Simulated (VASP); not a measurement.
# C (C2/m) in VASP: single point with PBE+D3(BJ)

Aim: the single point of C with PBE+D3(BJ).

All numbers are computed with VASP 6.6.1; they aren't measurements. Logs are shortened: lines on timing, memory, paths and dates and some standing lists are left out, and cuts for length are marked.

**1. The cell of the first run**

Symmetry: C2/m, No. 12, monoclinic system. Conventional cell: a = 4.269 Å, b = 2.465 Å, c = 13.496 Å, α = 90.00°, β = 93.02°, γ = 90.00°. Within 1.9 Å of C (site symmetry m) lie 3 C at 1.42 Å. C (site symmetry m) has 3 C at 1.42 Å within 1.9 Å. Within 1.9 Å of C (site symmetry m) lie 3 C at 1.42 Å. Within 1.9 Å of C (site symmetry m) lie 3 C at 1.42 Å.

**2. Single point, PBE+D3(BJ) (the part above a cut slid along it)**

The input, INCAR:

```
SYSTEM = C
PREC = Accurate ; ENCUT = 520
EDIFF = 1E-7 ; ISMEAR = 0
SIGMA = 0.15 ; LREAL = .False.
LASPH = .True. ; NELM = 100
ALGO = Normal ; ISIF = 2
LWAVE = .False. ; LCHARG = .False.
GGA = PE ; IVDW = 12
NBANDS = 26
```

The input, KPOINTS:

```
Automatic mesh
0
Gamma
  22 22 4
  0 0 0
```

The input, POSCAR:

```
C
1.0
   -1.2324898335     -2.1347350114      0.0000000000
    1.2324898335     -2.1347350114      0.0000000000
    0.0000000000     -0.7117206528     13.4768657407
C
8
Direct
    0.8541458350      0.8541458350      0.8749500000
    0.9374958350      0.9374958350      0.3749500000
   -0.0208291650     -0.0208291650      0.1249500000
   -0.1041791650     -0.1041791650      0.6249500000
    0.5208125017      0.5208125017      0.8749500000
    0.6041625017      0.6041625017      0.3749500000
    0.3125041683      0.3125041683      0.1249500000
    0.2291541683      0.2291541683      0.6249500000
```

Potentials or basis: VASP PAW PBE potentials, release 64 (C).

Launch:

```sh
$ cat potpaw_PBE.64/C/POTCAR > POTCAR
$ mpirun -np 1 vasp_std > vasp.out
```

OUTCAR:

```text
SYSTEM = C
   PREC = Accurate
   ENCUT = 520
   EDIFF = 1E-7
   ISMEAR = 0
   LREAL = .False.
   LASPH = .True.
   NELM = 100
   ISIF = 2
   GGA = PE
   IVDW = 12
 IVDW          = 12

 ion  position               nearest neighbor table
   1  0.854  0.854  0.875-   5 1.42   5 1.42   5 1.42
   2  0.937  0.937  0.375-   6 1.42   6 1.42   6 1.42
   3  0.979  0.979  0.125-   7 1.42   7 1.42   7 1.42
   4  0.896  0.896  0.625-   8 1.42   8 1.42   8 1.42
   5  0.521  0.521  0.875-   1 1.42   1 1.42   1 1.42
   6  0.604  0.604  0.375-   2 1.42   2 1.42   2 1.42
   7  0.313  0.313  0.125-   3 1.42   3 1.42   3 1.42
   8  0.229  0.229  0.625-   4 1.42   4 1.42   4 1.42

  LATTYP: Found a base centered monoclinic cell.
 ALAT       =     4.2694700228
 B/A-ratio  =     0.5773502692
 C/A-ratio  =     3.1609651226
 COS(beta)  =    -0.0527370577

  Lattice vectors:

 A1 = (   1.2324898335,   2.1347350114,   0.0000000000)
 A2 = (  -1.2324898335,   2.1347350114,   0.0000000000)
 A3 = (   0.0000000000,  -0.7117206528,  13.4768657407)

Analysis of symmetry for initial positions (statically):
=====================================================================
 Subroutine PRICEL returns:
 Original cell was already a primitive cell.

 Routine SETGRP: Setting up the symmetry group for a
 base centered monoclinic supercell.

 Subroutine GETGRP returns: Found  4 space group operations
 (whereof  2 operations were pure point group operations)
 out of a pool of  4 trial point group operations.

The static configuration has the point symmetry C_1h.
 The point group associated with its full space group is C_2h.

Analysis of symmetry for dynamics (positions and initial velocities):
=====================================================================
 Subroutine PRICEL returns:
 Original cell was already a primitive cell.

 Routine SETGRP: Setting up the symmetry group for a
 base centered monoclinic supercell.

 Subroutine GETGRP returns: Found  4 space group operations
 (whereof  2 operations were pure point group operations)
 out of a pool of  4 trial point group operations.

The dynamic configuration has the point symmetry C_1h.
 The point group associated with its full space group is C_2h.

 Subroutine INISYM returns: Found  4 space group operations
 (whereof  2 operations are pure point group operations),
 and found     1 'primitive' translations

----------------------------------------------------------------------------------------

                                     Primitive cell

  volume of cell :      70.9163

  direct lattice vectors                    reciprocal lattice vectors
    -1.232489834 -2.134735011  0.000000000    -0.405682860 -0.234221108 -0.012369345
     1.232489834 -2.134735011  0.000000000     0.405682860 -0.234221108 -0.012369345
     0.000000000 -0.711720653 13.476865741     0.000000000  0.000000000  0.074201229

  length of vectors
     2.464979667  2.464979667 13.495645834     0.468605496  0.468605496  0.074201229

  position of ions in fractional coordinates (direct lattice)
     0.854145835  0.854145835  0.874950000
     0.937495835  0.937495835  0.374950000
     0.979170835  0.979170835  0.124950000
     0.895820835  0.895820835  0.624950000
     0.520812502  0.520812502  0.874950000
     0.604162502  0.604162502  0.374950000
     0.312504168  0.312504168  0.124950000
     0.229154168  0.229154168  0.624950000

  ion indices of the primitive-cell ions
   primitive index   ion index
                 1           1
                 2           2
                 3           3
                 4           4
                 5           5
                 6           6
                 7           7
                 8           8

----------------------------------------------------------------------------------------

 KPOINTS: Automatic mesh

Automatic generation of k-mesh.
 Grid dimensions read from file:
 generate k-points for:   22   22    4

 Generating k-lattice:

  Cartesian coordinates                     Fractional coordinates (reciprocal lattice)
    -0.018440130 -0.010646414 -0.000562243     0.045454545  0.000000000  0.000000000
     0.018440130 -0.010646414 -0.000562243     0.000000000  0.045454545  0.000000000
     0.000000000  0.000000000  0.018550307     0.000000000  0.000000000  0.250000000

  Length of vectors
     0.021300250  0.021300250  0.018550307

  Shift w.r.t. Gamma in fractional coordinates (k-lattice)
     0.000000000  0.000000000  0.000000000

 Subroutine IBZKPT returns following result:
 ===========================================

 Found    519 irreducible k-points:

 Following reciprocal coordinates:
            Coordinates               Weight
  0.000000  0.000000  0.000000      1.000000
  0.045455  0.000000  0.000000      4.000000
  0.090909  0.000000  0.000000      4.000000
  0.136364 -0.000000  0.000000      4.000000
  0.181818  0.000000 -0.000000      4.000000
  0.227273 -0.000000  0.000000      4.000000
[... 16 lines left out ...]
  0.500000  0.045455 -0.000000      4.000000
 -0.454545  0.045455  0.000000      4.000000
 [... further k-points ...]
   k-points           NKPTS =    519   k-points in BZ     NKDIM =    519   number of bands    NBANDS=     26
   number of dos      NEDOS =    301   number of ions     NIONS =      8
   total plane-waves  NPLWV =  32400
   dimension x,y,z NGX =    18 NGY =   18 NGZ =  100
   dimension x,y,z NGXF=    36 NGYF=   36 NGZF=  200
   ions per type =               8
   NGX,Y,Z   is equivalent  to a cutoff of  12.14, 12.14, 12.32 a.u.
   NGXF,Y,Z  is equivalent  to a cutoff of  24.28, 24.28, 24.64 a.u.
 SYSTEM =  C
   PREC   = accura    normal or accurate (medium, high low for compatibility)
   ISTART =      0    job   : 0-new  1-cont  2-samecut
   ICHARG =      2    charge: 1-file 2-atom 10-const
   ISPIN  =      1    spin polarized calculation?
   LNONCOLLINEAR =      F non collinear calculations
   LSORBIT =      F    spin-orbit coupling
   LASPH  =      T    aspherical Exc in radial PAW
   ENCUT  =  520.0 eV  38.22 Ry    6.18 a.u.   4.58  4.58 25.09*2*pi/ulx,y,z
   NELM   =    100;   NELMIN=  2; NELMDL= -5     # of ELM steps
   EDIFF  = 0.1E-06   stopping-criterion for ELM
   LREAL  =      F    real-space projection
   EDIFFG = 0.1E-05   stopping-criterion for IOM
   NSW    =      0    number of steps for IOM
   IBRION =     -1    ionic relax: 0-MD 1-quasi-New 2-CG
   NFREE  =      0    steps in history (QN), initial steepest desc. (CG)
   ISIF   =      2    stress and relaxation
   ISYM   =      2    0-nonsym 1-usesym 2-fastsym
   POTIM  = 0.5000    time-step for ionic-motion
   TEBEG  =    0.0;   TEEND  =   0.0 temperature during run
   PSTRESS=    0.0 pullay stress
   NELECT =      32.0000    total number of electrons
   NUPDOWN=      -1.0000    fix difference up-down
   EMIN   =  10.00;   EMAX   =-10.00  energy-range for DOS
   EFERMI =   0.00;   METHOD = LEGACY
   ISMEAR =     0;   SIGMA  =   0.15  broadening in eV -4-tet -1-fermi 0-gaus
   EFERMI_NEDOS =   21; number of points for ismear=-14 and -15
   IALGO  =     38    algorithm
   IMIX   =      4    mixing-type and parameters
     AMIX     =   0.40;   BMIX     =  1.00
     AMIX_MAG =   1.60;   BMIX_MAG =  1.00
  volume/ion in A,a.u.               =       8.86        59.82
  Fermi-wavevector in a.u.,A,eV,Ry     =   1.255672  2.372875 21.452459  1.576711
  Thomas-Fermi vector in A             =   2.389417
   LORBIT       =      0    0 simple, 1 ext, 2 COOP (PROOUT), +10 PAW based schemes
   GGA     = PE    functional components
   LHFCALC =     F    Hartree Fock is set to
   AEXX    =    0.0000 exact exchange contribution
   IVDW    =    12    specifies the selected vdW correction
   LEPSILON=     F    determine dielectric tensor
   LRPA    =     F    only Hartree local field effects (RPA)
 non-spin polarized calculation
 Gauss-broadening in eV      SIGMA  =   0.15
  energy-cutoff  :      520.00
  volume of cell :       70.92
 maximum number of plane-waves:      1943
   NGX =  9   NGY =  9   NGZ = 51

 number of electron      32.0000004 magnetization

 Free energy of the ion-electron system (eV)
  ---------------------------------------------------
  ext. energy  EPLUGINS =         0.00000000
  ---------------------------------------------------
  free energy    TOTEN  =       -73.69360821 eV

  energy without entropy =      -73.69279824  energy(sigma->0) =      -73.69320322

 E-fermi :   4.6597     XC(G=0): -10.2936

 val. band max:        4.5490559185   @ k =  -0.3636   0.3182   0.2500
 cond. band min:       4.7202948947   @ k =  -0.3182   0.3182   0.0000
 fundamental gap:      0.1712389762
 Fermi energy:         4.6596724198

 k-point     1 :       0.0000    0.0000    0.0000
  band No.  band energies     occupation
      1     -15.0064      2.00000
      2     -14.8657      2.00000
      3     -14.8657      2.00000
      4     -14.7158      2.00000
      5      -3.8544      2.00000
      6      -2.9854      2.00000
[... 18 lines left out ...]
     25      13.0055      0.00000
     26      13.0223      0.00000

 k-point     2 :       0.0455    0.0000    0.0000
  band No.  band energies     occupation
      1     -14.9570      2.00000
      2     -14.8185      2.00000
      3     -14.8151      2.00000
      4     -14.6673      2.00000
      5      -3.7945      2.00000
      6      -2.9380      2.00000
[... 18 lines left out ...]
     25      13.2018      0.00000
     26      13.2176      0.00000

 k-point     3 :       0.0909    0.0000    0.0000
  band No.  band energies     occupation
      1     -14.8092      2.00000
      2     -14.6736      2.00000
      3     -14.6668      2.00000
      4     -14.5222      2.00000
      5      -3.6149      2.00000
      6      -2.7745      2.00000
[... 572 lines left out ...]
 k-point    23 :       0.5000    0.0455   -0.0000
  band No.  band energies     occupation
      1      -9.8550      2.00000
      2      -9.7913      2.00000
      3      -9.7609      2.00000
      4      -9.6992      2.00000
      5      -8.3955      2.00000
      6      -8.3433      2.00000
[... 18 lines left out ...]
     25      15.4324      0.00000
     26      16.6159      0.00000

 k-point    24 :      -0.4545    0.0455    0.0000
  band No.  band energies     occupation
      1      -9.8554      2.00000
      2      -9.7886      2.00000
      3      -9.7637      2.00000
      4      -9.6987      2.00000
      5      -8.3954      2.00000
      6      -8.3457      2.00000
[... 18 lines left out ...]
     25      15.4245      0.00000
     26      16.6040      0.00000

 [... further k-points ...]

------------------------ aborting loop because EDIFF is reached ----------------------------------------

 Edisp (eV)   -1.24440

 E8    (eV) :    -0.3524

  FORCE on cell =-STRESS in cart. coord.  units (eV):
  Direction    XX          YY          ZZ          XY          YZ          ZX
  --------------------------------------------------------------------------------------
  -------------------------------------------------------------------------------------
  Total       0.32999     0.26591     0.01883     0.00000     0.00094     0.00000
  in kB       7.45529     6.00757     0.42539     0.00000     0.02120     0.00000
  external pressure =        4.63 kB  Pullay stress =        0.00 kB

 VOLUME and BASIS-vectors are now :
 -----------------------------------------------------------------------------
  energy-cutoff  :      520.00
  volume of cell :       70.92
      direct lattice vectors                 reciprocal lattice vectors
    -1.232489834 -2.134735011  0.000000000    -0.405682860 -0.234221108 -0.012369345
     1.232489834 -2.134735011  0.000000000     0.405682860 -0.234221108 -0.012369345
     0.000000000 -0.711720653 13.476865741     0.000000000  0.000000000  0.074201229

 POSITION                                       TOTAL-FORCE (eV/Angst)
 -----------------------------------------------------------------------------------
      0.00000     -4.26947     11.79158         0.000000      0.002410     -0.011723
      0.00000     -4.26947      5.05315         0.000000      0.000073     -0.000560
      0.00000     -4.26947      1.68393         0.000000     -0.002410      0.011723
      0.00000     -4.26947      8.42237         0.000000     -0.000073      0.000560
      0.00000     -2.84631     11.79158         0.000000     -0.002312      0.002288
      0.00000     -2.84631      5.05315         0.000000      0.000296      0.000495
      0.00000     -1.42316      1.68393         0.000000      0.002312     -0.002288
      0.00000     -1.42316      8.42237         0.000000     -0.000296     -0.000495
 -----------------------------------------------------------------------------------
    total drift:                                0.000000      0.000001      0.000001

  FREE ENERGIE OF THE ION-ELECTRON SYSTEM (eV)
  ---------------------------------------------------
  free  energy   TOTEN  =       -74.9380066946 eV

  energy  without entropy=      -74.9371967223  energy(sigma->0) =      -74.93760171
```

It took 5.9 min on 1 thread of Intel Xeon 6975P-C (Granite Rapids), shared host; peak memory 0.65 GiB.

Results:

| Property | Result |
| --- | --- |
| Free energy | -74.9380 eV |
| Pressure | 0.5 GPa |
| Largest force | 0.012 eV/Å |
| Dispersion energy per atom | -0.156 eV |

Forces on the atoms (eV/Å):
```
C    0.000  0.002 -0.012
C    0.000  0.000 -0.001
C    0.000 -0.002  0.012
C    0.000  0.000  0.001
C    0.000 -0.002  0.002
C    0.000  0.000  0.000
C    0.000  0.002 -0.002
C    0.000  0.000  0.000
```

Caveat: the cell differs from its parent crystal (the part above a cut slid along it).
